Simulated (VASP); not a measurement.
# W (Fd-3m) in VASP: notebook

Runs on W. Level: PBE. Tasks: single point, relaxation of cell and atoms.

Everything below comes from runs of VASP 6.6.1. Logs are shortened: lines on timing, memory, paths and dates and some standing lists are left out, and cuts for length are marked.

## (1) The cell of the first run

The structure is cubic, space group Fd-3m (No. 227). Conventional cell: a = 5.829 Å, b = 5.829 Å, c = 5.829 Å, α = 90.00°, β = 90.00°, γ = 90.00°. Within 3.3 Å of W (site symmetry -43m) lie 4 W at 2.52 Å.

This isn't the form of W at room conditions, which is bcc.

## (2) Single point, PBE

Input file INCAR:

```
PREC = Accurate ; ENCUT = 500
EDIFF = 1E-6 ; ISMEAR = -1
SIGMA = 0.05 ; LREAL = False
LASPH = True ; NELM = 120
ALGO = Normal ; ISIF = 2
LWAVE = False ; LCHARG = False
GGA = PE ; NBANDS = 21
GGA_COMPAT = False
```

Input file KPOINTS:

```
regular mesh
0
Gamma
  15 15 15
```

Input file POSCAR:

```
W
1.0
    0.0000000000      2.9146083304      2.9146083304
    2.9146083304      0.0000000000      2.9146083304
    2.9146083304      2.9146083304      0.0000000000
W
2
Direct
    1.0000000000      1.0000000000      1.0000000000
    0.2500000000      0.2500000000      0.2500000000
```

Potentials or basis: VASP PAW PBE potentials, release 64 (W_sv).

Run with:

```sh
$ cat potpaw_PBE.64/W_sv/POTCAR > POTCAR
$ mpirun -np 1 vasp_std > vasp.out
```

OUTCAR:

```text
PREC = Accurate
   ENCUT = 500
   EDIFF = 1E-6
   ISMEAR = -1
   LREAL = False
   LASPH = True
   NELM = 120
   ISIF = 2
   GGA = PE

 ion  position               nearest neighbor table
   1  0.000  0.000  0.000-   2 2.52   2 2.52   2 2.52   2 2.52
   2  0.250  0.250  0.250-   1 2.52   1 2.52   1 2.52   1 2.52

  LATTYP: Found a face centered cubic cell.
 ALAT       =     5.8292166608

  Lattice vectors:

 A1 = (   0.0000000000,   2.9146083304,   2.9146083304)
 A2 = (   2.9146083304,   0.0000000000,   2.9146083304)
 A3 = (   2.9146083304,   2.9146083304,   0.0000000000)

Analysis of symmetry for initial positions (statically):
=====================================================================
 Subroutine PRICEL returns:
 Original cell was already a primitive cell.

 Routine SETGRP: Setting up the symmetry group for a
 face centered cubic supercell.

 Subroutine GETGRP returns: Found 48 space group operations
 (whereof 24 operations were pure point group operations)
 out of a pool of 48 trial point group operations.

The static configuration has the point symmetry T_d .
 The point group associated with its full space group is O_h .

Analysis of symmetry for dynamics (positions and initial velocities):
=====================================================================
 Subroutine PRICEL returns:
 Original cell was already a primitive cell.

 Routine SETGRP: Setting up the symmetry group for a
 face centered cubic supercell.

 Subroutine GETGRP returns: Found 48 space group operations
 (whereof 24 operations were pure point group operations)
 out of a pool of 48 trial point group operations.

The dynamic configuration has the point symmetry T_d .
 The point group associated with its full space group is O_h .

 Subroutine INISYM returns: Found 48 space group operations
 (whereof 24 operations are pure point group operations),
 and found     1 'primitive' translations

----------------------------------------------------------------------------------------

                                     Primitive cell

  volume of cell :      49.5189

  direct lattice vectors                    reciprocal lattice vectors
     0.000000000  2.914608330  2.914608330    -0.171549637  0.171549637  0.171549637
     2.914608330  0.000000000  2.914608330     0.171549637 -0.171549637  0.171549637
     2.914608330  2.914608330  0.000000000     0.171549637  0.171549637 -0.171549637

  length of vectors
     4.121878630  4.121878630  4.121878630     0.297132687  0.297132687  0.297132687

  position of ions in fractional coordinates (direct lattice)
     0.000000000  0.000000000  0.000000000
     0.250000000  0.250000000  0.250000000

  ion indices of the primitive-cell ions
   primitive index   ion index
                 1           1
                 2           2

----------------------------------------------------------------------------------------

 KPOINTS: regular mesh

Automatic generation of k-mesh.
 Grid dimensions read from file:
 generate k-points for:   15   15   15

 Generating k-lattice:

  Cartesian coordinates                     Fractional coordinates (reciprocal lattice)
    -0.011436642  0.011436642  0.011436642     0.066666667  0.000000000  0.000000000
     0.011436642 -0.011436642  0.011436642     0.000000000  0.066666667  0.000000000
     0.011436642  0.011436642 -0.011436642     0.000000000  0.000000000  0.066666667

  Length of vectors
     0.019808846  0.019808846  0.019808846

  Shift w.r.t. Gamma in fractional coordinates (k-lattice)
     0.000000000  0.000000000  0.000000000

 Subroutine IBZKPT returns following result:
 ===========================================

 Found    120 irreducible k-points:

 Following reciprocal coordinates:
            Coordinates               Weight
  0.000000  0.000000  0.000000      1.000000
  0.066667  0.000000  0.000000      8.000000
  0.133333  0.000000  0.000000      8.000000
  0.200000  0.000000  0.000000      8.000000
  0.266667  0.000000  0.000000      8.000000
  0.333333  0.000000  0.000000      8.000000
[... 16 lines left out ...]
  0.133333  0.133333  0.000000      6.000000
  0.200000  0.133333  0.000000     24.000000
 [... further k-points ...]
   k-points           NKPTS =    120   k-points in BZ     NKDIM =    120   number of bands    NBANDS=     21
   number of dos      NEDOS =    301   number of ions     NIONS =      2
   total plane-waves  NPLWV =  27000
   dimension x,y,z NGX =    30 NGY =   30 NGZ =   30
   dimension x,y,z NGXF=    60 NGYF=   60 NGZF=   60
   ions per type =               2
   NGX,Y,Z   is equivalent  to a cutoff of  12.10, 12.10, 12.10 a.u.
   NGXF,Y,Z  is equivalent  to a cutoff of  24.20, 24.20, 24.20 a.u.
 SYSTEM =  unknown system
   PREC   = accura    normal or accurate (medium, high low for compatibility)
   ISTART =      0    job   : 0-new  1-cont  2-samecut
   ICHARG =      2    charge: 1-file 2-atom 10-const
   ISPIN  =      1    spin polarized calculation?
   LNONCOLLINEAR =      F non collinear calculations
   LSORBIT =      F    spin-orbit coupling
   LASPH  =      T    aspherical Exc in radial PAW
   ENCUT  =  500.0 eV  36.75 Ry    6.06 a.u.   7.52  7.52  7.52*2*pi/ulx,y,z
   NELM   =    120;   NELMIN=  2; NELMDL= -5     # of ELM steps
   EDIFF  = 0.1E-05   stopping-criterion for ELM
   LREAL  =      F    real-space projection
   EDIFFG = 0.1E-04   stopping-criterion for IOM
   NSW    =      0    number of steps for IOM
   IBRION =     -1    ionic relax: 0-MD 1-quasi-New 2-CG
   NFREE  =      0    steps in history (QN), initial steepest desc. (CG)
   ISIF   =      2    stress and relaxation
   ISYM   =      2    0-nonsym 1-usesym 2-fastsym
   POTIM  = 0.5000    time-step for ionic-motion
   TEBEG  =    0.0;   TEEND  =   0.0 temperature during run
   PSTRESS=    0.0 pullay stress
   NELECT =      28.0000    total number of electrons
   NUPDOWN=      -1.0000    fix difference up-down
   EMIN   =  10.00;   EMAX   =-10.00  energy-range for DOS
   EFERMI =   0.00;   METHOD = LEGACY
   ISMEAR =    -1;   SIGMA  =   0.05  broadening in eV -4-tet -1-fermi 0-gaus
   EFERMI_NEDOS =   21; number of points for ismear=-14 and -15
   IALGO  =     38    algorithm
   IMIX   =      4    mixing-type and parameters
     AMIX     =   0.40;   BMIX     =  1.00
     AMIX_MAG =   1.60;   BMIX_MAG =  1.00
  volume/ion in A,a.u.               =      24.76       167.08
  Fermi-wavevector in a.u.,A,eV,Ry     =   1.353746  2.558210 24.934435  1.832629
  Thomas-Fermi vector in A             =   2.480976
   LORBIT       =      0    0 simple, 1 ext, 2 COOP (PROOUT), +10 PAW based schemes
   GGA     = PE    functional components
   LHFCALC =     F    Hartree Fock is set to
   AEXX    =    0.0000 exact exchange contribution
   IVDW    =     0    specifies the selected vdW correction
   LEPSILON=     F    determine dielectric tensor
   LRPA    =     F    only Hartree local field effects (RPA)
 non-spin polarized calculation
  energy-cutoff  :      500.00
  volume of cell :       49.52
 maximum number of plane-waves:      1283
 NGX is ok and might be reduce to    30
   NGX = 15   NGY = 15   NGZ = 15

 number of electron      28.0000007 magnetization

 Free energy of the ion-electron system (eV)
  ---------------------------------------------------
  ext. energy  EPLUGINS =         0.00000000
  ---------------------------------------------------
  free energy    TOTEN  =       -20.60605442 eV

  energy without entropy =      -20.58010878  energy(sigma->0) =      -20.59308160

 E-fermi :   5.2290     XC(G=0): -10.7764

 val. band max:        5.2285945508   @ k =  -0.4000   0.3333   0.0667
 cond. band min:       5.2352878927   @ k =   0.4667   0.4000   0.0667
 fundamental gap:      0.0066933419
 Fermi energy:         5.2289863858

 k-point     1 :       0.0000    0.0000    0.0000
  band No.  band energies     occupation
      1     -67.9284      2.00000
      2     -67.6145      2.00000
      3     -32.5100      2.00000
      4     -32.5100      2.00000
      5     -32.5100      2.00000
      6     -31.6025      2.00000
[... 13 lines left out ...]
     20      15.8753      0.00000
     21      16.0435      0.00000

 k-point     2 :       0.0667    0.0000    0.0000
  band No.  band energies     occupation
      1     -67.9259      2.00000
      2     -67.6171      2.00000
      3     -32.5147      2.00000
      4     -32.5147      2.00000
      5     -32.5092      2.00000
      6     -31.6037      2.00000
[... 13 lines left out ...]
     20      15.6729      0.00000
     21      16.1816      0.00000

 k-point     3 :       0.1333    0.0000    0.0000
  band No.  band energies     occupation
      1     -67.9185      2.00000
      2     -67.6248      2.00000
      3     -32.5279      2.00000
      4     -32.5279      2.00000
      5     -32.5071      2.00000
      6     -31.6072      2.00000
[... 13 lines left out ...]
     20      15.3479      0.00000
     21      16.1040      0.00000

 k-point     4 :       0.2000    0.0000    0.0000
  band No.  band energies     occupation
      1     -67.9068      2.00000
      2     -67.6367      2.00000
      3     -32.5465      2.00000
      4     -32.5465      2.00000
      5     -32.5041      2.00000
      6     -31.6121      2.00000
[... 13 lines left out ...]
     20      14.6469      0.00000
     21      15.1989      0.00000

 k-point     5 :       0.2667    0.0000    0.0000
  band No.  band energies     occupation
      1     -67.8920      2.00000
      2     -67.6518      2.00000
      3     -32.5670      2.00000
      4     -32.5670      2.00000
      5     -32.5009      2.00000
      6     -31.6174      2.00000
[... 13 lines left out ...]
     20      13.1199      0.00000
     21      15.0353      0.00000
[... 382 lines left out ...]
     20      15.2312      0.00000
     21      15.8070      0.00000

 k-point    22 :      -0.0667    0.0667    0.0000
  band No.  band energies     occupation
      1     -67.9217      2.00000
      2     -67.6214      2.00000
      3     -32.5306      2.00000
      4     -32.5185      2.00000
      5     -32.5031      2.00000
      6     -31.6107      2.00000
[... 13 lines left out ...]
     20      15.4829      0.00000
     21      16.3305      0.00000

 k-point    23 :       0.1333    0.1333    0.0000
  band No.  band energies     occupation
      1     -67.9150      2.00000
      2     -67.6283      2.00000
      3     -32.5486      2.00000
      4     -32.5486      2.00000
      5     -32.4723      2.00000
      6     -31.6444      2.00000
[... 13 lines left out ...]
     20      15.2748      0.00000
     21      16.7467      0.00000

 k-point    24 :       0.2000    0.1333    0.0000
  band No.  band energies     occupation
      1     -67.9062      2.00000
      2     -67.6374      2.00000
      3     -32.5679      2.00000
      4     -32.5679      2.00000
      5     -32.4549      2.00000
      6     -31.6637      2.00000
[... 13 lines left out ...]
     20      15.1417      0.00000
     21      15.5821      0.00000

 [... further k-points ...]
[... 5 lines left out ...]
  --------------------------------------------------------------------------------------
  -------------------------------------------------------------------------------------
  Total        0.1520205      0.1520205      0.1520205      0.0000000      0.0000000      0.0000000
  in kB        4.9186086      4.9186086      4.9186086      0.0000000      0.0000000      0.0000000
  external PRESSURE =       4.9186086 kB  Pullay stress =       0.0000000 kB

 VOLUME and BASIS-vectors are now :
 -----------------------------------------------------------------------------
  energy-cutoff  :      500.00
  volume of cell :       49.52
      direct lattice vectors                 reciprocal lattice vectors
     0.000000000  2.914608330  2.914608330    -0.171549637  0.171549637  0.171549637
     2.914608330  0.000000000  2.914608330     0.171549637 -0.171549637  0.171549637
     2.914608330  2.914608330  0.000000000     0.171549637  0.171549637 -0.171549637

 POSITION                                       TOTAL-FORCE (eV/Angst)
 -----------------------------------------------------------------------------------
      0.00000      0.00000      0.00000         0.000000      0.000000      0.000000
      1.45730      1.45730      1.45730        -0.000000     -0.000000     -0.000000
 -----------------------------------------------------------------------------------
    total drift:                                0.000000     -0.000000      0.000000

  FREE ENERGIE OF THE ION-ELECTRON SYSTEM (eV)
  ---------------------------------------------------
  free  energy   TOTEN  =       -20.6060544189 eV

  energy  without entropy=      -20.5801087807  energy(sigma->0) =      -20.59308160
```

Run time: 45 s. Hardware: 1 thread of AMD EPYC 9R45 (Zen 5), shared host; peak memory 0.2 GiB.

What came out:

```
Free energy            : -20.6061 eV
Pressure               : 0.5 GPa
Band gap on the k mesh : zero (bands 14 and 15 overlap by 0.94 eV)
```

Levels at points of the mesh, in eV from the Fermi level:
| k point | band 11 | band 12 | band 13 | band 14 | band 15 | band 16 | band 17 | band 18 |
| --- | --- | --- | --- | --- | --- | --- | --- | --- |
| (0.00, 0.00, 0.00) | -1.85 | -1.09 | -1.09 | -1.09 | 1.54 | 1.54 | 1.54 | 5.26 |

Caveat: spin-orbit coupling is left out, which moves the levels of the heavy elements.

## (3) Relaxation of cell and atoms, PBE

This run uses another cell than the first one, of 20.57 Å³/atom.

Input file INCAR:

```
PREC = Accurate
ENCUT = 500
EDIFF = 1E-7
ISMEAR = -1
SIGMA = 0.05
LREAL = F
LASPH = T
NELM = 120
ALGO = Normal
ISIF = 3
LWAVE = F
LCHARG = F
GGA = PE
IBRION = 2
NSW = 50
EDIFFG = -0.02
GGA_COMPAT = F
NELMIN = 4
```

KPOINTS is that of step 2.

Input file POSCAR:

```
W
1.0
    0.0000000000      2.7400000000      2.7400000000
    2.7400000000      0.0000000000      2.7400000000
    2.7400000000      2.7400000000      0.0000000000
W
2
Direct
    1.0000000000      1.0000000000      1.0000000000
    0.2500000000      0.2500000000      0.2500000000
```

Potentials or basis: VASP PAW PBE potentials, release 64 (W_sv).

Run with:

```sh
$ cat potpaw_PBE.64/W_sv/POTCAR > POTCAR
$ mpirun -np 1 vasp_std > vasp.out
```

It took 2.6 min on 1 thread of AMD EPYC 9R45 (Zen 5), shared host; peak memory 0.18 GiB.

The run converged. Its results:

- Free energy: -20.6028 eV
- Relaxed volume: 24.87 Å³/atom
- Relaxed cell: a = 4.128 Å, b = 4.128 Å, c = 4.128 Å, α = 60.00°, β = 60.00°, γ = 60.00°
- Space group after relaxing (to 0.1 Å): Fd-3m (No. 227)
- Pressure after relaxing: 0.0 GPa
- Band gap on the k mesh: zero (bands 14 and 15 overlap by 0.94 eV)

Final structure:
```
W
1.0
     0.00000    2.91886    2.91886
     2.91886    0.00000    2.91886
     2.91886    2.91886    0.00000
W
2
Direct
  0.00000 0.00000 0.00000
  0.25000 0.25000 0.25000
```

Levels at points of the mesh, in eV from the Fermi level:
| k point | band 12 | band 13 | band 14 | band 15 | band 16 | band 17 |
| --- | --- | --- | --- | --- | --- | --- |
| (0.00, 0.00, 0.00) | -1.08 | -1.08 | -1.08 | 1.53 | 1.53 | 1.53 |

Caveat: the volume moved by over 15 % at a fixed basis, so the end points are rough; spin-orbit coupling is left out, which moves the levels of the heavy elements.

## (4) Single point, PBE

This run uses another cell than the first one, of 24.51 Å³/atom.

Input file INCAR:

```
SYSTEM = W
PREC = Accurate
ENCUT = 520
EDIFF = 1E-6
ISMEAR = -1
SIGMA = 0.05
LREAL = .False.
LASPH = .True.
NELM = 100
ALGO = Normal
ISIF = 2
LWAVE = .False.
LCHARG = .False.
GGA = PE
NBANDS = 21
```

Input file KPOINTS:

```
Automatic mesh
0
Gamma
  14 14 14
  0 0 0
```

Input file POSCAR:

```
W
1.0
    0.0000000000      2.9048604037      2.9048604037
    2.9048604037      0.0000000000      2.9048604037
    2.9048604037      2.9048604037      0.0000000000
W
2
Direct
    1.0000000000      1.0000000000      1.0000000000
    0.2500000000      0.2500000000      0.2500000000
```

Run with:

```sh
$ cat potpaw_PBE.64/W_sv/POTCAR > POTCAR
$ mpirun -np 1 vasp_std > vasp.out
```

It took 41 s on 1 thread of AMD EPYC 9R45 (Zen 5), shared host; peak memory 0.2 GiB.

Results (log left out):

| Quantity | Value |
| --- | --- |
| Free energy | -20.6028 eV |
| Pressure | 1.8 GPa |
| Band gap on the k mesh | zero (bands 14 and 15 overlap by 1.00 eV) |

Levels at points of the mesh, in eV from the Fermi level:
```
           k point  band 10  band 11  band 12  band 13  band 14  band 15  band 16  band 17  band 18  band 19
(0.00, 0.00, 0.00)    -1.89    -1.89    -1.10    -1.10    -1.10     1.54     1.54     1.54     5.32     5.32
(0.50, 0.00, 0.00)    -1.88    -1.68    -1.68    -1.26    -1.26    -0.43     2.70     2.70     4.31     4.31
(0.50, 0.50, 0.00)    -2.79    -1.32    -1.32    -1.18    -1.18     1.07     1.07     4.63     4.63     4.69
```

Caveat: spin-orbit coupling is left out, which moves the levels of the heavy elements.

## (5) Single point, PBE

Input file INCAR:

```
SYSTEM = W
PREC = Accurate ; ENCUT = 520
EDIFF = 1E-6 ; ISMEAR = -1
SIGMA = 0.05 ; LREAL = .False.
LASPH = .True. ; NELM = 100
ALGO = Normal ; ISIF = 2
LWAVE = .False. ; LCHARG = .False.
GGA = PE ; NBANDS = 21
```

KPOINTS is that of step 4.

Input file POSCAR:

```
W
1.0
    0.0000000000      2.9146083304      2.9146083304
    2.9146083304      0.0000000000      2.9146083304
    2.9146083304      2.9146083304      0.0000000000
W
2
Direct
    1.0000000000      1.0000000000      1.0000000000
    0.2500000000      0.2500000000      0.2500000000
```

Run with:

```sh
$ cat potpaw_PBE.64/W_sv/POTCAR > POTCAR
$ mpirun -np 1 vasp_std > vasp.out
```

Run time: 39 s. Hardware: 1 thread of AMD EPYC 9R45 (Zen 5), shared host; peak memory 0.2 GiB.

It converged, with:

```yaml
Free_energy: -20.6065 eV
Pressure: 0.5 GPa
Band_gap_on_the_k_mesh: zero (bands 14 and 15 overlap by 1.01 eV)
```

Levels at points of the mesh, in eV from the Fermi level:
```
           k point  band 12  band 13  band 14  band 15  band 16  band 17
(0.00, 0.00, 0.00)    -1.09    -1.09    -1.09     1.53     1.53     1.53
(0.50, 0.00, 0.00)    -1.64    -1.24    -1.24    -0.44     2.67     2.67
(0.50, 0.50, 0.00)    -1.33    -1.16    -1.16     1.08     1.08     4.59
```

Caveat: spin-orbit coupling is left out, which moves the levels of the heavy elements.

## (6) Single point, PBE

This run uses another cell than the first one, of 25.01 Å³/atom.

Input file INCAR:

```
SYSTEM = W
PREC = Accurate
ENCUT = 520
EDIFF = 1E-7
ISMEAR = -1
SIGMA = 0.05
LREAL = .False.
LASPH = .True.
NELM = 60
ALGO = Normal
ISIF = 2
LWAVE = .False.
LCHARG = .True.
GGA = PE
LELF = .True.
LVHAR = .True.
NBANDS = 21
```

Input file KPOINTS:

```
regular mesh
0
Gamma
  14 14 14
  0 0 0
```

Input file POSCAR:

```
W
1.0
    0.0000000000      2.9242914857      2.9242914857
    2.9242914857      0.0000000000      2.9242914857
    2.9242914857      2.9242914857      0.0000000000
W
2
Direct
    1.0000000000      1.0000000000      1.0000000000
    0.2500000000      0.2500000000      0.2500000000
```

Potentials or basis: VASP PAW PBE potentials, release 64 (W_sv).

Run with:

```sh
$ cat potpaw_PBE.64/W_sv/POTCAR > POTCAR
$ mpirun -np 1 vasp_std > vasp.out
```

Run time: 47 s. Hardware: 1 thread of AMD EPYC 9R45 (Zen 5), shared host; peak memory 0.2 GiB.

Results (log left out):

```yaml
Free_energy: -20.6064 eV
Pressure: -0.7 GPa
Band_gap_on_the_k_mesh: zero (bands 14 and 15 overlap by 1.01 eV)
```

Levels at points of the mesh, in eV from the Fermi level:
| k point | band 11 | band 12 | band 13 | band 14 | band 15 | band 16 | band 17 | band 18 |
| --- | --- | --- | --- | --- | --- | --- | --- | --- |
| (0.00, 0.00, 0.00) | -1.82 | -1.08 | -1.08 | -1.08 | 1.52 | 1.52 | 1.52 | 5.19 |
| (0.50, 0.00, 0.00) | -1.61 | -1.61 | -1.23 | -1.23 | -0.45 | 2.64 | 2.64 | 4.23 |
| (0.50, 0.50, 0.00) | -1.34 | -1.34 | -1.14 | -1.14 | 1.08 | 1.08 | 4.56 | 4.56 |

Caveat: spin-orbit coupling is left out, which moves the levels of the heavy elements.

## (7) The runs side by side

```tsv
task	cell	k mesh	cutoff (eV)	gap on the mesh (eV)	pressure (GPa)
single point	a = 4.122 Å, angles 60.0°, 2 atoms	15 × 15 × 15	500	none	0.5
relaxation of cell and atoms	relaxed from a = 3.875 Å, angles 60.0°, 2 atoms	15 × 15 × 15	500	none	0.0
single point	a = 4.108 Å, angles 60.0°, 2 atoms	14 × 14 × 14	520	none	1.8
single point	a = 4.122 Å, angles 60.0°, 2 atoms	14 × 14 × 14	520	none	0.5
single point	a = 4.136 Å, angles 60.0°, 2 atoms	14 × 14 × 14	520	none	-0.7
```

Alike in all rows: level PBE; potentials or basis VASP PAW PBE potentials, release 64 (W_sv); no spin polarisation; smearing fermi-dirac 0.05 eV.

Caveats: spin-orbit coupling is left out, which moves the levels of the heavy elements; the volume moved by over 15 % at a fixed basis, so the end points are rough (at least some runs).

Total energies depend on the potentials used, so only differences within one code and one set of settings carry meaning.

The gap in the log of VASP goes by the Fermi energy; the results here count the filled bands.